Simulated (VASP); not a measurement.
# MgO (Pm) in VASP: a series of runs, part 2 of 2

VASP 6.6.1. The steps go on from the part before.

### 4 Single point, r2SCAN (atom 3 (O) moved by (-0.150, +0.000) A along [1 1 0] and z)

POSCAR reads:

```
MgO
1.0
    3.4863778627      0.0000000000      0.0000000000
   -1.7431889314      3.0192917963      0.0000000000
    0.0000000000      0.0000000000      4.1780412200
Mg O
2 2
Direct
    0.6666666667      0.3333333333      0.7500000000
    0.3333333333      0.6666666667      0.2500000000
    0.6186789650      0.2982038976      0.2500000000
    0.3333333333      0.6666666667      0.7500000000
```

INCAR.step1 reads:

```
PREC = Accurate
ENCUT = 520
ISMEAR = 1
SIGMA = 0.02
LREAL = F
LASPH = T
NELM = 60
NBANDS = 16
GGA = PE
ALGO = Normal
EDIFF = 1E-4
LWAVE = T
LCHARG = F
```

INCAR.step2 reads:

```
PREC = Accurate
ENCUT = 520
EDIFF = 1E-7
ISMEAR = 1
SIGMA = 0.02
LREAL = F
LASPH = T
NELM = 60
ALGO = Normal
ISIF = 2
LWAVE = F
LCHARG = F
METAGGA = R2SCAN
LMIXTAU = T
NBANDS = 16
ISTART = 1
```

KPOINTS reads:

```
Automatic mesh
0
Gamma
  6 6 6
```

Launch:

```bash
cat potpaw_PBE.64/Mg/POTCAR potpaw_PBE.64/O/POTCAR > POTCAR
cp INCAR.step1 INCAR
mpirun -np 1 vasp_std > vasp.out
cp INCAR.step2 INCAR
mpirun -np 1 vasp_std > vasp.out
```

Run time: 94 s. Hardware: 1 thread of Intel Xeon 6975P-C (Granite Rapids), shared host; peak memory 0.19 GiB.

The run converged. Its results:

```yaml
Free_energy: -31.9561 eV
Pressure: 0.3 GPa
Largest_force: 1.492 eV/Å
Band_gap_on_the_k_mesh: 4.04 eV
```

Forces in eV/Å, atoms in the order of the input:
```
Mg  -0.195 -0.196  0.000
Mg  -0.472 -0.829  0.000
O    0.838  1.235  0.000
O   -0.171 -0.210  0.000
```

Stress tensor (GPa, compression positive):
```
-3.03 -3.18  0.00
-3.18  4.38  0.00
 0.00  0.00 -0.44
```

Levels at points of the mesh, in eV from the valence-band top:
```
           k point  band 4  band 5  band 6  band 7  band 8  band 9  band 10  band 11  band 12  band 13
(0.00, 0.00, 0.00)   -1.94   -1.62   -0.94   -0.76    0.00    4.04    10.34    13.03    13.06    13.91
(0.50, 0.00, 0.00)   -2.61   -2.47   -1.80   -1.03   -0.57    7.94    10.08    10.10    12.81    13.91
(0.00, 0.50, 0.00)   -2.33   -2.26   -2.11   -1.53   -0.55    7.43     9.85    11.01    13.49    13.83
(0.50, 0.50, 0.00)   -2.37   -2.35   -2.02   -1.38   -0.58    7.58     9.85    10.76    13.33    13.79
(0.00, 0.00, 0.50)   -2.42   -1.44   -1.35   -1.32   -1.21    7.07     7.10    13.72    13.82    13.84
(0.50, 0.00, 0.50)   -3.75   -1.70   -1.57   -1.02   -1.01    8.12     8.18    13.26    13.42    15.10
(0.00, 0.50, 0.50)   -3.97   -1.61   -1.48   -0.74   -0.68    7.85     7.93    12.45    12.70    15.01
(0.50, 0.50, 0.50)   -3.93   -1.62   -1.53   -0.80   -0.74    7.92     7.98    12.64    12.82    14.94
```

Caveat: the cell differs from its parent crystal (atom 3 (O) moved by (-0.150, +0.000) A along [1 1 0] and z); the PAW data sets were made with another functional, which shifts forces and pressure a little.

### 5 Single point, r2SCAN (atom 3 (O) moved by (+0.150, +0.000) A along [1 1 0] and z)

POSCAR: that of step 4 with these lines changed.

```diff
@@ -10,3 +10,3 @@
     0.3333333333      0.6666666667      0.2500000000
-    0.6186789650      0.2982038976      0.2500000000
+    0.7146543683      0.3684627691      0.2500000000
     0.3333333333      0.6666666667      0.7500000000
```

INCAR.step1 reads:

```
PREC = Accurate
ENCUT = 520
ISMEAR = 1
SIGMA = 0.02
LREAL = False
LASPH = True
NELM = 80
NBANDS = 16
GGA = PE
ALGO = Normal
EDIFF = 1E-4
LWAVE = True
LCHARG = False
```

INCAR.step2 reads:

```
PREC = Accurate
ENCUT = 520
EDIFF = 1E-6
ISMEAR = 1
SIGMA = 0.02
LREAL = False
LASPH = True
NELM = 80
ALGO = Normal
ISIF = 2
LWAVE = False
LCHARG = True
METAGGA = R2SCAN
LMIXTAU = True
LELF = True
LVHAR = True
NBANDS = 16
ISTART = 1
```

KPOINTS reads:

```
regular mesh
0
Gamma
  6 6 6
```

Potentials or basis: VASP PAW PBE potentials, release 64 (Mg, O).

Launch:

```bash
cat potpaw_PBE.64/Mg/POTCAR potpaw_PBE.64/O/POTCAR > POTCAR
cp INCAR.step1 INCAR
mpirun -np 1 vasp_std > vasp.out
cp INCAR.step2 INCAR
mpirun -np 1 vasp_std > vasp.out
```

OUTCAR:

```text
PREC = Accurate
   ENCUT = 520
   EDIFF = 1E-6
   ISMEAR = 1
   LREAL = False
   LASPH = True
   NELM = 80
   ISIF = 2
   METAGGA = R2SCAN
   ISTART = 1

 ion  position               nearest neighbor table
   1  0.667  0.333  0.750-   4 2.01   4 2.01   4 2.01   3 2.09   3 2.09   2 2.90   2 2.90   2 2.90
                             2 2.90   2 2.90   2 2.90
   2  0.333  0.667  0.250-   3 1.87   3 2.06   4 2.09   4 2.09   3 2.12   1 2.90   1 2.90   1 2.90
                             1 2.90   1 2.90   1 2.90
   3  0.715  0.368  0.250-   2 1.87   2 2.06   1 2.09   1 2.09   2 2.12
   4  0.333  0.667  0.750-   1 2.01   1 2.01   1 2.01   2 2.09   2 2.09

  LATTYP: Found a hexagonal cell.
 ALAT       =     3.4863778627
 C/A-ratio  =     1.1983902447

  Lattice vectors:

 A1 = (   3.4863778627,   0.0000000000,   0.0000000000)
 A2 = (  -1.7431889314,   3.0192917963,   0.0000000000)
 A3 = (   0.0000000000,   0.0000000000,   4.1780412200)

Analysis of symmetry for initial positions (statically):
=====================================================================
 Subroutine PRICEL returns:
 Original cell was already a primitive cell.

 Routine SETGRP: Setting up the symmetry group for a
 hexagonal supercell.

 Subroutine GETGRP returns: Found  2 space group operations
 (whereof  1 operations were pure point group operations)
 out of a pool of 24 trial point group operations.

The static configuration has the point symmetry C_1 .
 The point group associated with its full space group is C_1h.

Analysis of symmetry for dynamics (positions and initial velocities):
=====================================================================
 Subroutine PRICEL returns:
 Original cell was already a primitive cell.

 Routine SETGRP: Setting up the symmetry group for a
 hexagonal supercell.

 Subroutine GETGRP returns: Found  2 space group operations
 (whereof  1 operations were pure point group operations)
 out of a pool of 24 trial point group operations.

The dynamic configuration has the point symmetry C_1 .
 The point group associated with its full space group is C_1h.

 Subroutine INISYM returns: Found  2 space group operations
 (whereof  1 operations are pure point group operations),
 and found     1 'primitive' translations

----------------------------------------------------------------------------------------

                                     Primitive cell

  volume of cell :      43.9797

  direct lattice vectors                    reciprocal lattice vectors
     3.486377863  0.000000000  0.000000000     0.286830642  0.165601748  0.000000000
    -1.743188931  3.019291796  0.000000000     0.000000000  0.331203497  0.000000000
     0.000000000  0.000000000  4.178041220     0.000000000  0.000000000  0.239346609

  length of vectors
     3.486377863  3.486377863  4.178041220     0.331203497  0.331203497  0.239346609

  position of ions in fractional coordinates (direct lattice)
     0.666666667  0.333333333  0.750000000
     0.333333333  0.666666667  0.250000000
     0.714654368  0.368462769  0.250000000
     0.333333333  0.666666667  0.750000000

  ion indices of the primitive-cell ions
   primitive index   ion index
[... 31 lines left out ...]
 Following reciprocal coordinates:
            Coordinates               Weight
  0.000000  0.000000  0.000000      1.000000
  0.166667 -0.000000  0.000000      2.000000
  0.000000  0.166667  0.000000      2.000000
 -0.166667  0.166667  0.000000      2.000000
  0.333333 -0.000000  0.000000      2.000000
  0.000000  0.333333  0.000000      2.000000
[... 16 lines left out ...]
  0.000000  0.166667  0.166667      4.000000
 -0.166667  0.166667  0.166667      4.000000
 [... further k-points ...]
   k-points           NKPTS =     80   k-points in BZ     NKDIM =     80   number of bands    NBANDS=     16
   number of dos      NEDOS =    301   number of ions     NIONS =      4
   total plane-waves  NPLWV =  25088
   dimension x,y,z NGX =    28 NGY =   28 NGZ =   32
   dimension x,y,z NGXF=    56 NGYF=   56 NGZF=   64
   ions per type =               2   2
   NGX,Y,Z   is equivalent  to a cutoff of  13.35, 13.35, 12.73 a.u.
   NGXF,Y,Z  is equivalent  to a cutoff of  26.70, 26.70, 25.47 a.u.
 SYSTEM =  unknown system
   PREC   = accura    normal or accurate (medium, high low for compatibility)
   ISTART =      1    job   : 0-new  1-cont  2-samecut
   ICHARG =      0    charge: 1-file 2-atom 10-const
   ISPIN  =      1    spin polarized calculation?
   LNONCOLLINEAR =      F non collinear calculations
   LSORBIT =      F    spin-orbit coupling
   LASPH  =      T    aspherical Exc in radial PAW
   ENCUT  =  520.0 eV  38.22 Ry    6.18 a.u.   6.48  6.48  7.77*2*pi/ulx,y,z
   NELM   =     80;   NELMIN=  2; NELMDL=  0     # of ELM steps
   EDIFF  = 0.1E-05   stopping-criterion for ELM
   LREAL  =      F    real-space projection
   EDIFFG = 0.1E-04   stopping-criterion for IOM
   NSW    =      0    number of steps for IOM
   IBRION =     -1    ionic relax: 0-MD 1-quasi-New 2-CG
   NFREE  =      0    steps in history (QN), initial steepest desc. (CG)
   ISIF   =      2    stress and relaxation
   ISYM   =      2    0-nonsym 1-usesym 2-fastsym
   POTIM  = 0.5000    time-step for ionic-motion
   TEBEG  =    0.0;   TEEND  =   0.0 temperature during run
   PSTRESS=    0.0 pullay stress
   NELECT =      16.0000    total number of electrons
   NUPDOWN=      -1.0000    fix difference up-down
   EMIN   =  10.00;   EMAX   =-10.00  energy-range for DOS
   EFERMI =   0.00;   METHOD = LEGACY
   ISMEAR =     1;   SIGMA  =   0.02  broadening in eV -4-tet -1-fermi 0-gaus
   EFERMI_NEDOS =   21; number of points for ismear=-14 and -15
   IALGO  =     38    algorithm
   IMIX   =      4    mixing-type and parameters
     AMIX     =   0.40;   BMIX     =  1.00
     AMIX_MAG =   1.60;   BMIX_MAG =  1.00
  volume/ion in A,a.u.               =      10.99        74.20
  Fermi-wavevector in a.u.,A,eV,Ry     =   1.168685  2.208494 18.583167  1.365824
  Thomas-Fermi vector in A             =   2.305168
   LORBIT       =      0    0 simple, 1 ext, 2 COOP (PROOUT), +10 PAW based schemes
   METAGGA = R2SCAN    functional components
   LHFCALC =     F    Hartree Fock is set to
   AEXX    =    0.0000 exact exchange contribution
   IVDW    =     0    specifies the selected vdW correction
   LEPSILON=     F    determine dielectric tensor
   LRPA    =     F    only Hartree local field effects (RPA)
 non-spin polarized calculation
 Methfessel and Paxton  Order N= 1 SIGMA  =   0.02
  energy-cutoff  :      520.00
  volume of cell :       43.98
 maximum number of plane-waves:      1204
 NGX is ok and might be reduce to    28
   NGX = 13   NGY = 13   NGZ = 15

 number of electron      16.0000000 magnetization

 Free energy of the ion-electron system (eV)
  ---------------------------------------------------
  ext. energy  EPLUGINS =         0.00000000
  ---------------------------------------------------
  free energy    TOTEN  =       -31.92802693 eV

  energy without entropy =      -31.92803230  energy(sigma->0) =      -31.92802872

 E-fermi :   1.6315     XC(G=0): -10.5596

 val. band max:        1.6146798628   @ k =   0.0000   0.0000   0.0000
 cond. band min:       5.6539310411   @ k =   0.0000   0.0000   0.0000
 fundamental gap:      4.0392511783
 Fermi energy:         1.6315175078

 k-point     1 :       0.0000    0.0000    0.0000
  band No.  band energies     occupation
      1     -16.2995      2.00000
      2     -14.9233      2.00000
      3      -2.0832      2.00000
      4      -0.3146      2.00000
      5      -0.0140      2.00000
      6       0.6742      2.00000
[... 433 lines left out ...]
      3      -1.8562      2.00000
      4      -0.5351      2.00000
      5      -0.2578      2.00000
      6       0.0639      2.00000
[... 8 lines left out ...]
     15      17.3138      0.00000
     16      18.0175      0.00000

 [... further k-points ...]

------------------------ aborting loop because EDIFF is reached ----------------------------------------

  FORCE on cell =-STRESS in cart. coord.  units (eV):
  Direction    XX          YY          ZZ          XY          YZ          ZX
  --------------------------------------------------------------------------------------
  -------------------------------------------------------------------------------------
  Total        1.3224542     -0.7475585     -0.1178343      1.1792778      0.0000000      0.0000000
  in kB       48.1769108    -27.2335015     -4.2926950     42.9610045      0.0000000      0.0000000
  external PRESSURE =       5.5502381 kB  Pullay stress =       0.0000000 kB

 VOLUME and BASIS-vectors are now :
 -----------------------------------------------------------------------------
  energy-cutoff  :      520.00
  volume of cell :       43.98
      direct lattice vectors                 reciprocal lattice vectors
     3.486377863  0.000000000  0.000000000     0.286830642  0.165601748  0.000000000
    -1.743188931  3.019291796  0.000000000     0.000000000  0.331203497  0.000000000
     0.000000000  0.000000000  4.178041220     0.000000000  0.000000000  0.239346609

 POSITION                                       TOTAL-FORCE (eV/Angst)
 -----------------------------------------------------------------------------------
      1.74319      1.00643      3.13353         0.191354      0.195640      0.000000
     -0.00000      2.01286      1.04451         1.205285      0.836468      0.000000
      1.84925      1.11250      1.04451        -1.640771     -1.242008      0.000000
     -0.00000      2.01286      3.13353         0.244131      0.209900      0.000000
 -----------------------------------------------------------------------------------
    total drift:                               -0.002316     -0.010149     -0.000000

  FREE ENERGIE OF THE ION-ELECTRON SYSTEM (eV)
  ---------------------------------------------------
  free  energy   TOTEN  =       -31.9280269325 eV

  energy  without entropy=      -31.9280323010  energy(sigma->0) =      -31.92802872
```

Run time: 85 s. Hardware: 1 thread of Intel Xeon 6975P-C (Granite Rapids), shared host; peak memory 0.2 GiB.

What came out:

* Free energy: -31.9280 eV
* Pressure: 0.6 GPa
* Largest force: 2.058 eV/Å
* Band gap on the k mesh: 4.04 eV

Forces in eV/Å, atoms in the order of the input:
```
Mg   0.191  0.196  0.000
Mg   1.205  0.836  0.000
O   -1.641 -1.242  0.000
O    0.244  0.210  0.000
```

Caveat: the cell differs from its parent crystal (atom 3 (O) moved by (+0.150, +0.000) A along [1 1 0] and z); the PAW data sets were made with another functional, which shifts forces and pressure a little.

### 6 The runs side by side

| cell | gap on the mesh (eV) | pressure (GPa) | largest force (eV/Å) |
| --- | --- | --- | --- |
| as given, atomic positions A | 3.90 | 3.0 | 3.00 |
| as given, atomic positions B | 3.91 | 5.1 | 5.53 |
| as given, atomic positions C | 4.04 | 0.3 | 1.49 |
| as given, atomic positions D | 4.04 | 0.6 | 2.06 |

Alike in all rows: task single point; level r2SCAN; potentials or basis VASP PAW PBE potentials, release 64 (Mg, O); no spin polarisation; k mesh 6 × 6 × 6; cutoff (eV) 520; smearing methfessel-paxton 0.02 eV.

Caveats: the PAW data sets were made with another functional, which shifts forces and pressure a little; the cell stands under pressure (at least some runs).

Absolute energies hang on the potentials; compare differences alone.
